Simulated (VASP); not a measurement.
# Ge2Sb2Te5 (C2/m) in VASP: single point with PBEsol

Aim: the single point of Ge2Sb2Te5 with PBEsol.

All numbers are computed with VASP 6.6.1; they aren't measurements. Logs are shortened: lines on timing, memory, paths and dates and some standing lists are left out, and cuts for length are marked.

### 1 The cell of the first run

The typed cell holds 9 atoms: a = 4.175 Å, b = 4.175 Å, c = 17.770 Å, α = 96.72°, β = 83.28°, γ = 120.00°.

### 2 Single point, PBEsol

Contents of INCAR:

```
PREC     = Accurate       # precision mode
ENCUT    = 520            # plane-wave cutoff, eV
EDIFF    = 1E-7           # SCF threshold, eV
ISMEAR   = 0              # smearing method
SIGMA    = 0.03           # smearing width, eV
LREAL    = F              # projectors in reciprocal space
LASPH    = T              # aspherical terms in the spheres
NELM     = 80             # most SCF steps
ALGO     = Normal         # electronic algorithm
ISIF     = 2              # what is computed and relaxed
LWAVE    = F              # write WAVECAR
LCHARG   = F              # write CHGCAR
GGA      = PS             # functional
ISYM     = 0            
NBANDS   = 44             # bands
KPAR     = 4
```

Contents of KPOINTS:

```
regular mesh
0
Gamma
  10 10 2
```

Contents of POSCAR:

```
Ge2Sb2Te5
1.0
    4.1753491932     -0.0000509383     -0.0009691720
   -2.0877187105      3.6159330018      0.0009691720
    2.0837327989     -1.2030436924     17.6063901576
Te Sb Ge
5 2 2
Direct
    0.0000000000      0.0000000000      0.0000000000
    0.5954183057      0.4045816943      0.2143802417
    0.1968947618      0.8031052382      0.4111588579
    0.8031052382      0.1968947618      0.5888411421
    0.4045816943      0.5954183057      0.7856197583
    0.2953533407      0.7046466593      0.1142735106
    0.7046466593      0.2953533407      0.8857264894
    0.8904569319      0.1095430681      0.3301908180
    0.1095430681      0.8904569319      0.6698091820
```

Potentials or basis: VASP PAW PBE potentials, release 64 (Te, Sb, Ge_d).

The run is started by

```
$ cat potpaw_PBE.64/Te/POTCAR potpaw_PBE.64/Sb/POTCAR potpaw_PBE.64/Ge_d/POTCAR > POTCAR
$ mpirun -np 4 vasp_std > vasp.out
```

OUTCAR:

```text
PREC = Accurate
   ENCUT = 520
   EDIFF = 1E-7
   ISMEAR = 0
   LREAL = F
   LASPH = T
   NELM = 80
   ISIF = 2
   GGA = PS
   ISYM = 0

 ion  position               nearest neighbor table
   1  0.000  0.000  0.000-   6 3.14   7 3.14   6 3.14   7 3.14   7 3.14   6 3.14
   2  0.595  0.405  0.214-   6 2.99   6 2.99   6 2.99   8 3.16   8 3.16   8 3.16
   3  0.197  0.803  0.411-   8 2.80   8 2.80   8 2.80
   4  0.803  0.197  0.589-   9 2.80   9 2.80   9 2.80
   5  0.405  0.595  0.786-   7 2.99   7 2.99   7 2.99   9 3.16   9 3.16   9 3.16
   6  0.295  0.705  0.114-   2 2.99   2 2.99   2 2.99   1 3.14   1 3.14   1 3.14
   7  0.705  0.295  0.886-   5 2.99   5 2.99   5 2.99   1 3.14   1 3.14   1 3.14
   8  0.890  0.110  0.330-   3 2.80   3 2.80   3 2.80   2 3.16   2 3.16   2 3.16
   9  0.110  0.890  0.670-   4 2.80   4 2.80   4 2.80   5 3.16   5 3.16   5 3.16

IMPORTANT INFORMATION: All symmetrisations will be switched off!
NOSYMM: (Re-)initialisation of all symmetry stuff for point group C_1.

----------------------------------------------------------------------------------------

                                     Primitive cell

  volume of cell :     265.8253

  direct lattice vectors                    reciprocal lattice vectors
     4.175349193 -0.000050938 -0.000969172     0.239498227  0.138283326 -0.018895948
    -2.087718710  3.615933002  0.000969172     0.000007760  0.276553212  0.018895948
     2.083732799 -1.203043692 17.606390158     0.000013183 -0.000007611  0.056795480

  length of vectors
     4.175349306  4.175349306 17.770037447     0.277198009  0.277198009  0.056795482

  position of ions in fractional coordinates (direct lattice)
     0.000000000  0.000000000  0.000000000
     0.595418306  0.404581694  0.214380242
     0.196894762  0.803105238  0.411158858
     0.803105238  0.196894762  0.588841142
     0.404581694  0.595418306  0.785619758
     0.295353341  0.704646659  0.114273511
     0.704646659  0.295353341  0.885726489
     0.890456932  0.109543068  0.330190818
     0.109543068  0.890456932  0.669809182

  ion indices of the primitive-cell ions
   primitive index   ion index
                 1           1
                 2           2
                 3           3
                 4           4
                 5           5
                 6           6
                 7           7
                 8           8
                 9           9

----------------------------------------------------------------------------------------

 KPOINTS: regular mesh

Automatic generation of k-mesh.
 Grid dimensions read from file:
 generate k-points for:   10   10    2

 Generating k-lattice:

  Cartesian coordinates                     Fractional coordinates (reciprocal lattice)
     0.023949823  0.013828333 -0.001889595     0.100000000 -0.000000000  0.000000000
     0.000000776  0.027655321  0.001889595    -0.000000000  0.100000000 -0.000000000
     0.000006592 -0.000003806  0.028397740    -0.000000000  0.000000000  0.500000000

  Length of vectors
     0.027719801  0.027719801  0.028397741

  Shift w.r.t. Gamma in fractional coordinates (k-lattice)
     0.000000000  0.000000000  0.000000000

 Subroutine IBZKPT returns following result:
 ===========================================

 Found    104 irreducible k-points:

 Following reciprocal coordinates:
            Coordinates               Weight
  0.000000  0.000000  0.000000      1.000000
  0.100000  0.000000 -0.000000      2.000000
 -0.000000  0.100000 -0.000000      2.000000
  0.200000  0.000000 -0.000000      2.000000
 -0.000000  0.200000 -0.000000      2.000000
  0.300000 -0.000000 -0.000000      2.000000
[... 16 lines left out ...]
 -0.300000  0.100000 -0.000000      2.000000
  0.100000 -0.300000  0.000000      2.000000
 [... further k-points ...]
   k-points           NKPTS =    104   k-points in BZ     NKDIM =    104   number of bands    NBANDS=     44
   number of dos      NEDOS =    301   number of ions     NIONS =      9
   total plane-waves  NPLWV = 143360
   dimension x,y,z NGX =    32 NGY =   32 NGZ =  140
   dimension x,y,z NGXF=    64 NGYF=   64 NGZF=  280
   ions per type =               5   2   2
   NGX,Y,Z   is equivalent  to a cutoff of  12.74, 12.74, 13.10 a.u.
   NGXF,Y,Z  is equivalent  to a cutoff of  25.48, 25.48, 26.20 a.u.
 SYSTEM =  unknown system
   PREC   = accura    normal or accurate (medium, high low for compatibility)
   ISTART =      0    job   : 0-new  1-cont  2-samecut
   ICHARG =      2    charge: 1-file 2-atom 10-const
   ISPIN  =      1    spin polarized calculation?
   LNONCOLLINEAR =      F non collinear calculations
   LSORBIT =      F    spin-orbit coupling
   LASPH  =      T    aspherical Exc in radial PAW
   ENCUT  =  520.0 eV  38.22 Ry    6.18 a.u.   7.76  7.76 33.04*2*pi/ulx,y,z
   NELM   =     80;   NELMIN=  2; NELMDL= -5     # of ELM steps
   EDIFF  = 0.1E-06   stopping-criterion for ELM
   LREAL  =      F    real-space projection
   EDIFFG = 0.1E-05   stopping-criterion for IOM
   NSW    =      0    number of steps for IOM
   IBRION =     -1    ionic relax: 0-MD 1-quasi-New 2-CG
   NFREE  =      0    steps in history (QN), initial steepest desc. (CG)
   ISIF   =      2    stress and relaxation
   ISYM   =      0    0-nonsym 1-usesym 2-fastsym
   POTIM  = 0.5000    time-step for ionic-motion
   TEBEG  =    0.0;   TEEND  =   0.0 temperature during run
   PSTRESS=    0.0 pullay stress
   NELECT =      68.0000    total number of electrons
   NUPDOWN=      -1.0000    fix difference up-down
   EMIN   =  10.00;   EMAX   =-10.00  energy-range for DOS
   EFERMI =   0.00;   METHOD = LEGACY
   ISMEAR =     0;   SIGMA  =   0.03  broadening in eV -4-tet -1-fermi 0-gaus
   EFERMI_NEDOS =   21; number of points for ismear=-14 and -15
   IALGO  =     38    algorithm
   IMIX   =      4    mixing-type and parameters
     AMIX     =   0.40;   BMIX     =  1.00
     AMIX_MAG =   1.60;   BMIX_MAG =  1.00
  volume/ion in A,a.u.               =      29.54       199.32
  Fermi-wavevector in a.u.,A,eV,Ry     =   1.039232  1.963863 14.694324  1.080002
  Thomas-Fermi vector in A             =   2.173752
   LORBIT       =      0    0 simple, 1 ext, 2 COOP (PROOUT), +10 PAW based schemes
   GGA     = PS    functional components
   LHFCALC =     F    Hartree Fock is set to
   AEXX    =    0.0000 exact exchange contribution
   IVDW    =     0    specifies the selected vdW correction
   LEPSILON=     F    determine dielectric tensor
   LRPA    =     F    only Hartree local field effects (RPA)
 non-spin polarized calculation
 Gauss-broadening in eV      SIGMA  =   0.03
  energy-cutoff  :      520.00
  volume of cell :      265.83
 maximum number of plane-waves:      7212
   NGX = 15   NGY = 15   NGZ = 67

 number of electron      68.0000000 magnetization

 Free energy of the ion-electron system (eV)
  ---------------------------------------------------
  ext. energy  EPLUGINS =         0.00000000
  ---------------------------------------------------
  free energy    TOTEN  =       -37.38302316 eV

  energy without entropy =      -37.38295057  energy(sigma->0) =      -37.38298687

 E-fermi :   6.5755     XC(G=0):  -9.6615

 val. band max:        6.5435738030   @ k =   0.0000   0.0000   0.0000
 cond. band min:       6.6218519023   @ k =   0.5000  -0.0000   0.5000
 fundamental gap:      0.0782780993
 Fermi energy:         6.5754962585

 k-point     1 :       0.0000    0.0000    0.0000
  band No.  band energies     occupation
      1     -18.2608      2.00000
      2     -18.2608      2.00000
      3     -18.2608      2.00000
      4     -18.2607      2.00000
      5     -18.2463      2.00000
      6     -18.2463      2.00000
[... 36 lines left out ...]
     43       8.6091      0.00000
     44       8.8185      0.00000

 k-point     2 :       0.1000    0.0000   -0.0000
  band No.  band energies     occupation
      1     -18.2610      2.00000
      2     -18.2610      2.00000
      3     -18.2605      2.00000
      4     -18.2605      2.00000
      5     -18.2465      2.00000
      6     -18.2465      2.00000
[... 36 lines left out ...]
     43       8.7763      0.00000
     44       9.0476      0.00000

 k-point     3 :      -0.0000    0.1000   -0.0000
  band No.  band energies     occupation
      1     -18.2610      2.00000
      2     -18.2610      2.00000
      3     -18.2605      2.00000
      4     -18.2605      2.00000
      5     -18.2465      2.00000
      6     -18.2465      2.00000
[... 36 lines left out ...]
     43       8.7763      0.00000
     44       9.0476      0.00000

 k-point     4 :       0.2000    0.0000   -0.0000
  band No.  band energies     occupation
      1     -18.2616      2.00000
      2     -18.2616      2.00000
      3     -18.2597      2.00000
      4     -18.2597      2.00000
      5     -18.2470      2.00000
      6     -18.2469      2.00000
[... 882 lines left out ...]
     43       9.6119      0.00000
     44      10.1019      0.00000

 k-point    23 :      -0.3000    0.1000   -0.0000
  band No.  band energies     occupation
      1     -18.2620      2.00000
      2     -18.2620      2.00000
      3     -18.2592      2.00000
      4     -18.2592      2.00000
      5     -18.2472      2.00000
      6     -18.2472      2.00000
[... 36 lines left out ...]
     43       9.5474      0.00000
     44       9.9270      0.00000

 k-point    24 :       0.1000   -0.3000    0.0000
  band No.  band energies     occupation
      1     -18.2620      2.00000
      2     -18.2620      2.00000
      3     -18.2592      2.00000
      4     -18.2592      2.00000
      5     -18.2472      2.00000
      6     -18.2472      2.00000
[... 36 lines left out ...]
     43       9.5474      0.00000
     44       9.9271      0.00000

 [... further k-points ...]

------------------------ aborting loop because EDIFF is reached ----------------------------------------

  FORCE on cell =-STRESS in cart. coord.  units (eV):
  Direction    XX          YY          ZZ          XY          YZ          ZX
  --------------------------------------------------------------------------------------
  -------------------------------------------------------------------------------------
  Total        0.1354327      0.1360821      0.1640909      0.0005756      0.0006361     -0.0011124
  in kB        0.8162776      0.8201915      0.9890054      0.0034692      0.0038340     -0.0067046
  external PRESSURE =       0.8751582 kB  Pullay stress =       0.0000000 kB

 VOLUME and BASIS-vectors are now :
 -----------------------------------------------------------------------------
  energy-cutoff  :      520.00
  volume of cell :      265.83
      direct lattice vectors                 reciprocal lattice vectors
     4.175349193 -0.000050938 -0.000969172     0.239498227  0.138283326 -0.018895948
    -2.087718710  3.615933002  0.000969172     0.000007760  0.276553212  0.018895948
     2.083732799 -1.203043692 17.606390158     0.000013183 -0.000007611  0.056795480

 POSITION                                       TOTAL-FORCE (eV/Angst)
 -----------------------------------------------------------------------------------
      0.00000      0.00000      0.00000         0.000000     -0.000000     -0.000013
      2.08814      1.20500      3.77428         0.000147     -0.000085      0.029125
      0.00219      2.40932      7.23961        -0.000030      0.000018      0.023710
      4.16917      0.00352     10.36678         0.000030     -0.000018     -0.023698
      2.08323      1.20784     13.83211        -0.000147      0.000084     -0.029127
      0.00021      2.41046      2.01234        -0.000037      0.000022     -0.024609
      4.17115      0.00237     15.59405         0.000038     -0.000021      0.024618
      4.17730     -0.00118      5.81271         0.000119     -0.000069     -0.018755
     -0.00594      2.41402     11.79368        -0.000120      0.000069      0.018749
 -----------------------------------------------------------------------------------
    total drift:                               -0.000001      0.000001     -0.000007

  FREE ENERGIE OF THE ION-ELECTRON SYSTEM (eV)
  ---------------------------------------------------
  free  energy   TOTEN  =       -37.3830231613 eV

  energy  without entropy=      -37.3829505741  energy(sigma->0) =      -37.38298687
```

It took 13 min on 4 MPI ranks of Intel Xeon Platinum 8259CL at 2.50GHz (Skylake/Cascade Lake), shared host; peak memory 1.1 GiB.

What came out:

```
Free energy            : -37.3830 eV
Pressure               : 0.1 GPa
Largest force          : 0.029 eV/Å
Band gap on the k mesh : 0.08 eV (least direct gap 0.09 eV)
```

Forces in eV/Å, atoms in the order of the input:
```
Te   0.000  0.000  0.000
Te   0.000  0.000  0.029
Te   0.000  0.000  0.024
Te   0.000  0.000 -0.024
Te   0.000  0.000 -0.029
Sb   0.000  0.000 -0.025
Sb   0.000  0.000  0.025
Ge   0.000  0.000 -0.019
Ge   0.000  0.000  0.019
```

Levels at points of the mesh, in eV from the valence-band top:
| k point | band 30 | band 31 | band 32 | band 33 | band 34 | band 35 | band 36 | band 37 | band 38 | band 39 |
| --- | --- | --- | --- | --- | --- | --- | --- | --- | --- | --- |
| (0.00, 0.00, 0.00) | -1.36 | -1.36 | -1.22 | -0.99 | 0.00 | 0.09 | 0.09 | 0.35 | 0.96 | 0.96 |
| (0.50, 0.00, 0.00) | -2.68 | -1.72 | -1.68 | -1.51 | -1.33 | 0.08 | 0.46 | 0.57 | 1.45 | 1.83 |
| (0.00, 0.50, 0.00) | -2.68 | -1.72 | -1.68 | -1.51 | -1.33 | 0.08 | 0.46 | 0.57 | 1.45 | 1.83 |
| (0.50, 0.50, 0.00) | -2.43 | -2.24 | -2.12 | -1.83 | -0.78 | 0.08 | 0.58 | 0.70 | 1.47 | 1.78 |
| (0.00, 0.00, 0.50) | -1.50 | -1.42 | -1.41 | -0.82 | -0.06 | 0.10 | 0.10 | 0.37 | 0.95 | 0.96 |
| (0.50, 0.00, 0.50) | -2.43 | -2.24 | -2.13 | -1.83 | -0.78 | 0.08 | 0.58 | 0.70 | 1.47 | 1.78 |
| (0.00, 0.50, 0.50) | -2.43 | -2.24 | -2.13 | -1.83 | -0.78 | 0.08 | 0.58 | 0.70 | 1.47 | 1.78 |
| (0.50, 0.50, 0.50) | -2.68 | -1.72 | -1.67 | -1.52 | -1.33 | 0.08 | 0.46 | 0.57 | 1.45 | 1.83 |

Caveat: the PAW data sets were made with another functional, which shifts forces and pressure a little; spin-orbit coupling is left out, which moves the levels of the heavy elements; this functional lacks dispersion, which binds the layers, so the pressure and a relaxed spacing across them are unreliable. A k mesh can miss the band edges.
